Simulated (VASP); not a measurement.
# BiOs (Fm-3m) in VASP: notebook, part 2 of 2

VASP 6.6.1.

**4. Single point, r2SCAN (22.77 Å³/atom)**

This run uses another cell than the first one, of 22.77 Å³/atom.

POSCAR reads:

```
BiOs
1.0
    0.0000000000      2.8343806084      2.8343806084
    2.8343806084      0.0000000000      2.8343806084
    2.8343806084      2.8343806084      0.0000000000
Os Bi
1 1
Direct
    0.5000000000      0.5000000000      0.5000000000
    0.0000000000      0.0000000000      0.0000000000
```

INCAR.step1 reads:

```
PREC = Accurate
ENCUT = 520
ISMEAR = 0
SIGMA = 0.05
LREAL = F
LASPH = T
NELM = 60
NBANDS = 18
GGA = PE
ALGO = Normal
EDIFF = 1E-4
LWAVE = T
LCHARG = F
```

INCAR.step2 reads:

```
PREC = Accurate
ENCUT = 520
EDIFF = 1E-7
ISMEAR = 0
SIGMA = 0.05
LREAL = F
LASPH = T
NELM = 60
ALGO = Normal
ISIF = 2
LWAVE = F
LCHARG = F
METAGGA = R2SCAN
LMIXTAU = T
NBANDS = 18
ISTART = 1
```

KPOINTS reads:

```
Automatic mesh
0
Gamma
  10 10 10
```

Potentials or basis: VASP PAW PBE potentials, release 64 (Os, Bi_d).

Launch:

```console
> cat potpaw_PBE.64/Os/POTCAR potpaw_PBE.64/Bi_d/POTCAR > POTCAR
> cp INCAR.step1 INCAR
> mpirun -np 1 vasp_std > vasp.out
> cp INCAR.step2 INCAR
> mpirun -np 1 vasp_std > vasp.out
```

OUTCAR:

```text
PREC = Accurate
   ENCUT = 520
   EDIFF = 1E-7
   ISMEAR = 0
   LREAL = F
   LASPH = T
   NELM = 60
   ISIF = 2
   METAGGA = R2SCAN
   ISTART = 1

 ion  position               nearest neighbor table
   1  0.500  0.500  0.500-   2 2.83   2 2.83   2 2.83   2 2.83   2 2.83   2 2.83
   2  0.000  0.000  0.000-   1 2.83   1 2.83   1 2.83   1 2.83   1 2.83   1 2.83

  LATTYP: Found a face centered cubic cell.
 ALAT       =     5.6687612168

  Lattice vectors:

 A1 = (   0.0000000000,   2.8343806084,   2.8343806084)
 A2 = (   2.8343806084,   0.0000000000,   2.8343806084)
 A3 = (   2.8343806084,   2.8343806084,   0.0000000000)

Analysis of symmetry for initial positions (statically):
=====================================================================
 Subroutine PRICEL returns:
 Original cell was already a primitive cell.

 Routine SETGRP: Setting up the symmetry group for a
 face centered cubic supercell.

 Subroutine GETGRP returns: Found 48 space group operations
 (whereof 48 operations were pure point group operations)
 out of a pool of 48 trial point group operations.
[... 160 lines left out ...]
  free energy    TOTEN  =      -108.61099739 eV

  energy without entropy =     -108.60749859  energy(sigma->0) =     -108.60924799

 E-fermi :   7.3132     XC(G=0): -12.3328

 val. band max:        7.3028385293   @ k =   0.4000   0.2000   0.0000
 cond. band min:       7.3307431358   @ k =   0.5000   0.3000   0.1000
 fundamental gap:      0.0279046065
 Fermi energy:         7.3132235596

 k-point     1 :       0.0000    0.0000    0.0000
  band No.  band energies     occupation
      1     -16.0152      2.00000
      2     -16.0152      2.00000
      3     -15.9331      2.00000
      4     -15.9331      2.00000
      5     -15.9331      2.00000
      6      -5.8831      2.00000
[... 481 lines left out ...]
      5     -15.8844      2.00000
      6      -4.2335      2.00000
[... 10 lines left out ...]
     17      19.1034      0.00000
     18      19.4291      0.00000

 [... further k-points ...]

------------------------ aborting loop because EDIFF is reached ----------------------------------------

  FORCE on cell =-STRESS in cart. coord.  units (eV):
  Direction    XX          YY          ZZ          XY          YZ          ZX
  --------------------------------------------------------------------------------------
  -------------------------------------------------------------------------------------
  Total       -2.1382895     -2.1382895     -2.1382895     -0.0000000      0.0000000     -0.0000000
  in kB      -75.2267987    -75.2267987    -75.2267987     -0.0000000      0.0000000     -0.0000000
  external PRESSURE =     -75.2267987 kB  Pullay stress =       0.0000000 kB

 VOLUME and BASIS-vectors are now :
 -----------------------------------------------------------------------------
  energy-cutoff  :      520.00
  volume of cell :       45.54
      direct lattice vectors                 reciprocal lattice vectors
     0.000000000  2.834380608  2.834380608    -0.176405384  0.176405384  0.176405384
     2.834380608  0.000000000  2.834380608     0.176405384 -0.176405384  0.176405384
     2.834380608  2.834380608  0.000000000     0.176405384  0.176405384 -0.176405384

 POSITION                                       TOTAL-FORCE (eV/Angst)
 -----------------------------------------------------------------------------------
      2.83438      2.83438      2.83438         0.000000     -0.000000      0.000000
      0.00000      0.00000      0.00000        -0.000000      0.000000     -0.000000
 -----------------------------------------------------------------------------------
    total drift:                               -0.000000      0.000000      0.000000

  FREE ENERGIE OF THE ION-ELECTRON SYSTEM (eV)
  ---------------------------------------------------
  free  energy   TOTEN  =      -108.6109973900 eV

  energy  without entropy=     -108.6074985940  energy(sigma->0) =     -108.60924799
```

OUTCAR.step1:

```text
PREC = Accurate
   ENCUT = 520
   ISMEAR = 0
   LREAL = F
   LASPH = T
[... 725 lines left out ...]
 -----------------------------------------------------------------------------------
      2.83438      2.83438      2.83438        -0.000000      0.000000      0.000000
      0.00000      0.00000      0.00000         0.000000     -0.000000     -0.000000
 -----------------------------------------------------------------------------------
    total drift:                               -0.000000      0.000000      0.000000

  FREE ENERGIE OF THE ION-ELECTRON SYSTEM (eV)
  ---------------------------------------------------
  free  energy   TOTEN  =       -12.3227847553 eV

  energy  without entropy=      -12.3170076305  energy(sigma->0) =      -12.31989619
```

OSZICAR.step1:

```text
N       E                     dE             d eps       ncg     rms          rms(c)
DAV:   1     0.199473375029E+03    0.19947E+03   -0.11535E+04  1700   0.143E+03
DAV:   2     0.346504158197E+01   -0.19601E+03   -0.19066E+03  1728   0.411E+02
DAV:   3    -0.120136822725E+02   -0.15479E+02   -0.15088E+02  1968   0.116E+02
DAV:   4    -0.124844819971E+02   -0.47080E+00   -0.46880E+00  1994   0.203E+01
DAV:   5    -0.124979871052E+02   -0.13505E-01   -0.13502E-01  2282   0.350E+00    0.689E+00
DAV:   6    -0.123559752907E+02    0.14201E+00   -0.50947E-01  2240   0.483E+00    0.307E+00
DAV:   7    -0.123295752673E+02    0.26400E-01   -0.96060E-02  2264   0.310E+00    0.208E+00
DAV:   8    -0.123232759956E+02    0.62993E-02   -0.31719E-02  2200   0.137E+00    0.210E-01
DAV:   9    -0.123227722082E+02    0.50379E-03   -0.25939E-03  2082   0.701E-01    0.512E-02
DAV:  10    -0.123227847553E+02   -0.12547E-04   -0.93139E-05  1038   0.908E-02
   1 F= -.12322785E+02 E0= -.12319896E+02  d E =-.577712E-02
```

It took 94 s on 1 thread of Intel Xeon 6975P-C (Granite Rapids), shared host; peak memory 0.2 GiB.

What came out:

```yaml
Free_energy: -108.6110 eV
Pressure: -7.5 GPa
Band_gap_on_the_k_mesh: zero (an odd number of electrons rules out a gap without spin polarisation)
```

Levels at points of the mesh, in eV from the Fermi level:
```csv
k point,band 7,band 8,band 9,band 10,band 11,band 12,band 13,band 14,band 15,band 16
"(0.00, 0.00, 0.00)",-1.38,-1.38,-1.38,-0.89,-0.89,1.92,1.92,1.92,4.12,8.40
"(0.50, 0.00, 0.00)",-6.31,-3.34,-3.34,-0.50,-0.50,-0.22,4.71,6.50,6.50,7.02
"(0.50, 0.50, 0.00)",-4.09,-2.28,-0.89,-0.89,-0.42,-0.08,-0.08,0.27,2.24,9.47
```

Caveat: the cell stands under tension; the PAW data sets were made with another functional, which shifts forces and pressure a little; spin-orbit coupling is left out, which moves the levels of the heavy elements.

**5. Summary**

```tsv
cell	gap on the mesh (eV)	pressure (GPa)
a = 3.945 Å, angles 60.0°, 2 atoms	none	-2.1
a = 3.971 Å, angles 60.0°, 2 atoms	none	-4.5
a = 4.008 Å, angles 60.0°, 2 atoms	none	-7.5
```

Alike in all rows: task single point; level r2SCAN; potentials or basis VASP PAW PBE potentials, release 64 (Os, Bi_d); no spin polarisation; k mesh 10 × 10 × 10; cutoff (eV) 520; smearing gaussian 0.05 eV.

Caveats: the PAW data sets were made with another functional, which shifts forces and pressure a little; spin-orbit coupling is left out, which moves the levels of the heavy elements; the cell stands under tension (at least some runs).

Absolute energies hang on the potentials; compare differences alone.
